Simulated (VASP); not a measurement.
# Bi (P6_3/mmc) in VASP: notebook

Bi is run at these levels: PBE; tasks: single point.

Program: VASP 6.6.1. These are calculated values, not measurements. Logs are shortened: lines on timing, memory, paths and dates and some standing lists are left out, and cuts for length are marked.

### 1 The cell of the first run

It takes space group P6_3/mmc (No. 194, hexagonal). The conventional cell has a = 3.494 Å, b = 3.494 Å, c = 5.744 Å, α = 90.00°, β = 90.00°, γ = 120.00°. Within 4.6 Å of Bi (site symmetry -6m2) lie 12 Bi at 3.49 to 3.51 Å.

### 2 Single point, PBE (volume scaled by 0.96)

Contents of INCAR:

```
PREC = Accurate
ENCUT = 520
EDIFF = 1E-6
ISMEAR = -1
SIGMA = 0.1
LREAL = F
LASPH = T
NELM = 60
ALGO = Normal
ISIF = 2
LWAVE = F
LCHARG = T
GGA = PE
LELF = T
LVHAR = T
NBANDS = 22
```

Contents of KPOINTS:

```
Automatic mesh
0
Gamma
  12 12 6
```

Contents of POSCAR:

```
Bi
1.0
    3.4940462500      0.0000000000      0.0000000000
   -1.7470231250      3.0259328145      0.0000000000
    0.0000000000      0.0000000000      5.7440274839
Bi
2
Direct
    0.3333333333      0.6666666667      0.2500000000
    0.6666666667      0.3333333333      0.7500000000
```

Potentials or basis: VASP PAW PBE potentials, release 64 (Bi_d).

Started as:

```sh
$ cat potpaw_PBE.64/Bi_d/POTCAR > POTCAR
$ mpirun -np 1 vasp_std > vasp.out
```

OUTCAR:

```text
PREC = Accurate
   ENCUT = 520
   EDIFF = 1E-6
   ISMEAR = -1
   LREAL = F
   LASPH = T
   NELM = 60
   ISIF = 2
   GGA = PE

 ion  position               nearest neighbor table
   1  0.333  0.667  0.250-   2 3.51   2 3.51   2 3.51   2 3.51   2 3.51   2 3.51
   2  0.667  0.333  0.750-   1 3.51   1 3.51   1 3.51   1 3.51   1 3.51   1 3.51

  LATTYP: Found a hexagonal cell.
 ALAT       =     3.4940462500
 C/A-ratio  =     1.6439471813

  Lattice vectors:

 A1 = (   3.4940462500,   0.0000000000,   0.0000000000)
 A2 = (  -1.7470231250,   3.0259328145,   0.0000000000)
 A3 = (   0.0000000000,   0.0000000000,   5.7440274839)

Analysis of symmetry for initial positions (statically):
=====================================================================
 Subroutine PRICEL returns:
 Original cell was already a primitive cell.

 Routine SETGRP: Setting up the symmetry group for a
 hexagonal supercell.

 Subroutine GETGRP returns: Found 24 space group operations
 (whereof 12 operations were pure point group operations)
 out of a pool of 24 trial point group operations.

The static configuration has the point symmetry D_3d.
 The point group associated with its full space group is D_6h.

Analysis of symmetry for dynamics (positions and initial velocities):
=====================================================================
 Subroutine PRICEL returns:
 Original cell was already a primitive cell.

 Routine SETGRP: Setting up the symmetry group for a
 hexagonal supercell.

 Subroutine GETGRP returns: Found 24 space group operations
 (whereof 12 operations were pure point group operations)
 out of a pool of 24 trial point group operations.

The dynamic configuration has the point symmetry D_3d.
 The point group associated with its full space group is D_6h.

 Subroutine INISYM returns: Found 24 space group operations
 (whereof 12 operations are pure point group operations),
 and found     1 'primitive' translations

----------------------------------------------------------------------------------------

                                     Primitive cell

  volume of cell :      60.7302

  direct lattice vectors                    reciprocal lattice vectors
     3.494046250  0.000000000  0.000000000     0.286201134  0.165238302  0.000000000
    -1.747023125  3.025932814  0.000000000     0.000000000  0.330476604  0.000000000
     0.000000000  0.000000000  5.744027484     0.000000000  0.000000000  0.174093875

  length of vectors
     3.494046250  3.494046250  5.744027484     0.330476604  0.330476604  0.174093875

  position of ions in fractional coordinates (direct lattice)
     0.333333333  0.666666667  0.250000000
     0.666666667  0.333333333  0.750000000

  ion indices of the primitive-cell ions
   primitive index   ion index
                 1           1
                 2           2

----------------------------------------------------------------------------------------

 KPOINTS: Automatic mesh

Automatic generation of k-mesh.
 Grid dimensions read from file:
 generate k-points for:   12   12    6

 Generating k-lattice:

  Cartesian coordinates                     Fractional coordinates (reciprocal lattice)
     0.023850095  0.013769858  0.000000000     0.083333333  0.000000000  0.000000000
     0.000000000  0.027539717  0.000000000     0.000000000  0.083333333  0.000000000
     0.000000000  0.000000000  0.029015646     0.000000000  0.000000000  0.166666667

  Length of vectors
     0.027539717  0.027539717  0.029015646

  Shift w.r.t. Gamma in fractional coordinates (k-lattice)
     0.000000000  0.000000000  0.000000000

 Subroutine IBZKPT returns following result:
 ===========================================

 Found     76 irreducible k-points:

 Following reciprocal coordinates:
            Coordinates               Weight
  0.000000  0.000000  0.000000      1.000000
  0.083333  0.000000  0.000000      6.000000
  0.166667 -0.000000  0.000000      6.000000
  0.250000 -0.000000  0.000000      6.000000
  0.333333 -0.000000  0.000000      6.000000
  0.416667  0.000000  0.000000      6.000000
[... 16 lines left out ...]
  0.250000 -0.000000  0.166667     12.000000
  0.333333 -0.000000  0.166667     12.000000
 [... further k-points ...]
   k-points           NKPTS =     76   k-points in BZ     NKDIM =     76   number of bands    NBANDS=     22
   number of dos      NEDOS =    301   number of ions     NIONS =      2
   total plane-waves  NPLWV =  37632
   dimension x,y,z NGX =    28 NGY =   28 NGZ =   48
   dimension x,y,z NGXF=    56 NGYF=   56 NGZF=   96
   ions per type =               2
   NGX,Y,Z   is equivalent  to a cutoff of  13.32, 13.32, 13.89 a.u.
   NGXF,Y,Z  is equivalent  to a cutoff of  26.64, 26.64, 27.78 a.u.
 SYSTEM =  unknown system
   PREC   = accura    normal or accurate (medium, high low for compatibility)
   ISTART =      0    job   : 0-new  1-cont  2-samecut
   ICHARG =      2    charge: 1-file 2-atom 10-const
   ISPIN  =      1    spin polarized calculation?
   LNONCOLLINEAR =      F non collinear calculations
   LSORBIT =      F    spin-orbit coupling
   LASPH  =      T    aspherical Exc in radial PAW
   ENCUT  =  520.0 eV  38.22 Ry    6.18 a.u.   6.50  6.50 10.68*2*pi/ulx,y,z
   NELM   =     60;   NELMIN=  2; NELMDL= -5     # of ELM steps
   EDIFF  = 0.1E-05   stopping-criterion for ELM
   LREAL  =      F    real-space projection
   EDIFFG = 0.1E-04   stopping-criterion for IOM
   NSW    =      0    number of steps for IOM
   IBRION =     -1    ionic relax: 0-MD 1-quasi-New 2-CG
   NFREE  =      0    steps in history (QN), initial steepest desc. (CG)
   ISIF   =      2    stress and relaxation
   ISYM   =      2    0-nonsym 1-usesym 2-fastsym
   POTIM  = 0.5000    time-step for ionic-motion
   TEBEG  =    0.0;   TEEND  =   0.0 temperature during run
   PSTRESS=    0.0 pullay stress
   NELECT =      30.0000    total number of electrons
   NUPDOWN=      -1.0000    fix difference up-down
   EMIN   =  10.00;   EMAX   =-10.00  energy-range for DOS
   EFERMI =   0.00;   METHOD = LEGACY
   ISMEAR =    -1;   SIGMA  =   0.10  broadening in eV -4-tet -1-fermi 0-gaus
   EFERMI_NEDOS =   21; number of points for ismear=-14 and -15
   IALGO  =     38    algorithm
   IMIX   =      4    mixing-type and parameters
     AMIX     =   0.40;   BMIX     =  1.00
     AMIX_MAG =   1.60;   BMIX_MAG =  1.00
  volume/ion in A,a.u.               =      30.37       204.91
  Fermi-wavevector in a.u.,A,eV,Ry     =   1.294138  2.445565 22.786928  1.674792
  Thomas-Fermi vector in A             =   2.425739
   LORBIT       =      0    0 simple, 1 ext, 2 COOP (PROOUT), +10 PAW based schemes
   GGA     = PE    functional components
   LHFCALC =     F    Hartree Fock is set to
   AEXX    =    0.0000 exact exchange contribution
   IVDW    =     0    specifies the selected vdW correction
   LEPSILON=     F    determine dielectric tensor
   LRPA    =     F    only Hartree local field effects (RPA)
 non-spin polarized calculation
  energy-cutoff  :      520.00
  volume of cell :       60.73
 maximum number of plane-waves:      1666
 NGX is ok and might be reduce to    28
   NGX = 13   NGY = 13   NGZ = 21

 number of electron      30.0000001 magnetization

 Free energy of the ion-electron system (eV)
  ---------------------------------------------------
  ext. energy  EPLUGINS =         0.00000000
  ---------------------------------------------------
  free energy    TOTEN  =        -7.51143033 eV

  energy without entropy =       -7.47660230  energy(sigma->0) =       -7.49401631

 E-fermi :   8.3157     XC(G=0): -10.4122

 val. band max:        8.2897194190   @ k =   0.4167   0.0833   0.1667
 cond. band min:       8.3358744130   @ k =   0.1667   0.0833   0.3333
 fundamental gap:      0.0461549941
 Fermi energy:         8.3156738204

 k-point     1 :       0.0000    0.0000    0.0000
  band No.  band energies     occupation
      1     -14.8109      2.00000
      2     -14.8019      2.00000
      3     -14.7892      2.00000
      4     -14.7892      2.00000
      5     -14.7799      2.00000
      6     -14.7799      2.00000
[... 14 lines left out ...]
     21      18.1613      0.00000
     22      18.9431      0.00000

 k-point     2 :       0.0833    0.0000    0.0000
  band No.  band energies     occupation
      1     -14.8116      2.00000
      2     -14.8008      2.00000
      3     -14.7849      2.00000
      4     -14.7797      2.00000
      5     -14.7755      2.00000
      6     -14.7704      2.00000
[... 14 lines left out ...]
     21      18.1760      0.00000
     22      18.2253      0.00000

 k-point     3 :       0.1667   -0.0000    0.0000
  band No.  band energies     occupation
      1     -14.8238      2.00000
      2     -14.7890      2.00000
      3     -14.7822      2.00000
      4     -14.7696      2.00000
      5     -14.7661      2.00000
      6     -14.7538      2.00000
[... 14 lines left out ...]
     21      17.6759      0.00000
     22      18.3618      0.00000

 k-point     4 :       0.2500   -0.0000    0.0000
  band No.  band energies     occupation
      1     -14.8415      2.00000
      2     -14.7875      2.00000
      3     -14.7855      2.00000
      4     -14.7767      2.00000
      5     -14.7662      2.00000
      6     -14.7193      2.00000
[... 14 lines left out ...]
     21      17.2797      0.00000
     22      18.0631      0.00000

 k-point     5 :       0.3333   -0.0000    0.0000
  band No.  band energies     occupation
      1     -14.8582      2.00000
      2     -14.8025      2.00000
      3     -14.7931      2.00000
      4     -14.7866      2.00000
      5     -14.7441      2.00000
      6     -14.7161      2.00000
[... 417 lines left out ...]
 k-point    22 :       0.1667   -0.0000    0.1667
  band No.  band energies     occupation
      1     -14.8221      2.00000
      2     -14.7966      2.00000
      3     -14.7887      2.00000
      4     -14.7712      2.00000
      5     -14.7661      2.00000
      6     -14.7480      2.00000
[... 14 lines left out ...]
     21      17.0125      0.00000
     22      18.5452      0.00000

 k-point    23 :       0.2500   -0.0000    0.1667
  band No.  band energies     occupation
      1     -14.8391      2.00000
      2     -14.8009      2.00000
      3     -14.7887      2.00000
      4     -14.7716      2.00000
      5     -14.7535      2.00000
      6     -14.7262      2.00000
[... 14 lines left out ...]
     21      16.6296      0.00000
     22      18.6237      0.00000

 k-point    24 :       0.3333   -0.0000    0.1667
  band No.  band energies     occupation
      1     -14.8550      2.00000
      2     -14.8120      2.00000
      3     -14.7958      2.00000
      4     -14.7788      2.00000
      5     -14.7415      2.00000
      6     -14.7219      2.00000
[... 14 lines left out ...]
     21      16.7254      0.00000
     22      18.1495      0.00000

 [... further k-points ...]
[... 5 lines left out ...]
  --------------------------------------------------------------------------------------
  -------------------------------------------------------------------------------------
  Total        0.7507490      0.7507490      1.0059996      0.0000000     -0.0000000      0.0000000
  in kB       19.8061876     19.8061876     26.5401852      0.0000000     -0.0000000      0.0000000
  external PRESSURE =      22.0508535 kB  Pullay stress =       0.0000000 kB

 VOLUME and BASIS-vectors are now :
 -----------------------------------------------------------------------------
  energy-cutoff  :      520.00
  volume of cell :       60.73
      direct lattice vectors                 reciprocal lattice vectors
     3.494046250  0.000000000  0.000000000     0.286201134  0.165238302  0.000000000
    -1.747023125  3.025932814  0.000000000     0.000000000  0.330476604  0.000000000
     0.000000000  0.000000000  5.744027484     0.000000000  0.000000000  0.174093875

 POSITION                                       TOTAL-FORCE (eV/Angst)
 -----------------------------------------------------------------------------------
     -0.00000      2.01729      1.43601        -0.000000      0.000000      0.000000
      1.74702      1.00864      4.30802         0.000000      0.000000      0.000000
 -----------------------------------------------------------------------------------
    total drift:                                0.000000     -0.000000      0.000000

  FREE ENERGIE OF THE ION-ELECTRON SYSTEM (eV)
  ---------------------------------------------------
  free  energy   TOTEN  =        -7.5114303255 eV

  energy  without entropy=       -7.4766023032  energy(sigma->0) =       -7.49401631
```

Wall time 41 s (1 thread of Intel Xeon Platinum 8488C (Sapphire Rapids), shared host); peak memory 0.23 GiB.

What came out:

| Item | Value |
| --- | --- |
| Free energy | -7.5114 eV |
| Pressure | 2.2 GPa |
| Band gap on the k mesh | zero (band 15 reaches 12.58 eV, above the bottom of band 16 at 5.41 eV) |

Caveat: the cell differs from its parent crystal (volume scaled by 0.96); spin-orbit coupling is left out, which moves the levels of the heavy elements.

### 3 Single point, PBE

This run uses another cell than the first one, of 31.63 Å³/atom, 1.042 times its volume.

Contents of INCAR:

```
  PREC = Accurate
  ENCUT = 520
  EDIFF = 1E-6
  ISMEAR = -1
  SIGMA = 0.1
  LREAL = F
  LASPH = T
  NELM = 60
  ALGO = Normal
  ISIF = 2
  LWAVE = F
  LCHARG = F
  GGA = PE
  NBANDS = 22
```

Contents of KPOINTS:

```
regular mesh
0
Gamma
  12 12 6
```

Contents of POSCAR:

```
Bi
1.0
    3.5419158457      0.0000000000      0.0000000000
   -1.7709579229      3.0673891004      0.0000000000
    0.0000000000      0.0000000000      5.8227225708
Bi
2
Direct
    0.3333333333      0.6666666667      0.2500000000
    0.6666666667      0.3333333333      0.7500000000
```

Potentials or basis: VASP PAW PBE potentials, release 64 (Bi_d).

Started as:

```sh
$ cat potpaw_PBE.64/Bi_d/POTCAR > POTCAR
$ mpirun -np 1 vasp_std > vasp.out
```

It took 42 s on 1 thread of Intel Xeon Platinum 8488C (Sapphire Rapids), shared host; peak memory 0.23 GiB.

The run converged. Its results:

| Quantity | Value |
| --- | --- |
| Free energy | -7.5284 eV |
| Pressure | -0.1 GPa |
| Band gap on the k mesh | zero (band 15 reaches 11.85 eV, above the bottom of band 16 at 5.05 eV) |

Stress tensor (GPa, compression positive):
```
-0.40  0.00  0.00
 0.00 -0.40  0.00
 0.00  0.00  0.36
```

Levels at points of the mesh, in eV from the Fermi level:
```csv
k point,band 11,band 12,band 13,band 14,band 15,band 16,band 17,band 18,band 19,band 20
"(0.00, 0.00, 0.00)",-13.50,-10.77,-5.21,3.34,3.34,4.82,4.83,4.83,6.97,7.96
"(0.50, 0.00, 0.00)",-10.79,-9.80,-4.39,-2.99,-1.92,0.21,0.40,3.29,4.82,7.02
"(0.00, 0.00, 0.50)",-12.49,-12.49,-1.16,-1.16,4.05,4.05,4.05,4.05,7.88,7.88
"(0.50, 0.00, 0.50)",-10.24,-10.24,-4.76,-4.76,1.44,1.44,1.55,1.55,5.55,5.55
```

Caveat: spin-orbit coupling is left out, which moves the levels of the heavy elements.

### 4 Single point, PBE (volume scaled by 1.04)

Contents of INCAR:

```
SYSTEM = Bi
PREC     = Accurate       ! precision mode
ENCUT    = 520            ! plane-wave cutoff, eV
EDIFF    = 1E-6           ! SCF threshold, eV
ISMEAR   = -1             ! smearing method
SIGMA    = 0.1            ! smearing width, eV
LREAL    = .FALSE.        ! projectors in reciprocal space
LASPH    = .TRUE.         ! aspherical terms in the spheres
NELM     = 60             ! most SCF steps
ALGO     = Normal         ! electronic algorithm
ISIF     = 2              ! what is computed and relaxed
LWAVE    = .FALSE.        ! write WAVECAR
LCHARG   = .TRUE.         ! write CHGCAR
GGA      = PE             ! functional
LELF     = .TRUE.         ! ELF
LVHAR    = .TRUE.       
NBANDS   = 22             ! bands
```

Contents of KPOINTS:

```
regular mesh
0
G
  12 12 6
  0 0 0
```

Contents of POSCAR:

```
Bi
1.0
    3.5885253466      0.0000000000      0.0000000000
   -1.7942626733      3.1077541123      0.0000000000
    0.0000000000      0.0000000000      5.8993461285
Bi
2
Direct
    0.3333333333      0.6666666667      0.2500000000
    0.6666666667      0.3333333333      0.7500000000
```

Started as:

```sh
$ cat potpaw_PBE.64/Bi_d/POTCAR > POTCAR
$ mpirun -np 1 vasp_std > vasp.out
```

Wall time 49 s (1 thread of Intel Xeon Platinum 8488C (Sapphire Rapids), shared host); peak memory 0.23 GiB.

The run converged. Its results:

* Free energy: -7.5120 eV
* Pressure: -2.0 GPa
* Band gap on the k mesh: zero (band 15 reaches 11.17 eV, above the bottom of band 16 at 4.71 eV)

Stress tensor (GPa, compression positive):
```
-2.29  0.00  0.00
 0.00 -2.29  0.00
 0.00  0.00 -1.47
```

Levels at points of the mesh, in eV from the Fermi level:
```tsv
k point	band 12	band 13	band 14	band 15	band 16	band 17	band 18	band 19
(0.00, 0.00, 0.00)	-10.71	-4.98	3.17	3.17	4.56	4.58	4.58	6.78
(0.50, 0.00, 0.00)	-9.80	-4.23	-2.88	-1.83	0.25	0.40	3.12	4.79
(0.00, 0.00, 0.50)	-12.29	-1.16	-1.16	3.84	3.84	3.84	3.84	7.70
(0.50, 0.00, 0.50)	-10.22	-4.55	-4.55	1.36	1.36	1.48	1.48	5.49
```

Caveat: the cell differs from its parent crystal (volume scaled by 1.04); spin-orbit coupling is left out, which moves the levels of the heavy elements.

### 5 Overview

```tsv
cell	gap on the mesh (eV)	pressure (GPa)
a = 3.494, b = 3.494, c = 5.744 Å, angles 90.0, 90.0, 120.0°, 2 atoms	none	2.2
a = 3.542, b = 3.542, c = 5.823 Å, angles 90.0, 90.0, 120.0°, 2 atoms	none	-0.1
a = 3.589, b = 3.589, c = 5.899 Å, angles 90.0, 90.0, 120.0°, 2 atoms	none	-2.0
```

Alike in all rows: task single point; level PBE; potentials or basis VASP PAW PBE potentials, release 64 (Bi_d); no spin polarisation; k mesh 12 × 12 × 6; cutoff (eV) 520; smearing fermi-dirac 0.1 eV.

Caveats: spin-orbit coupling is left out, which moves the levels of the heavy elements.

Absolute energies hang on the potentials; compare differences alone.
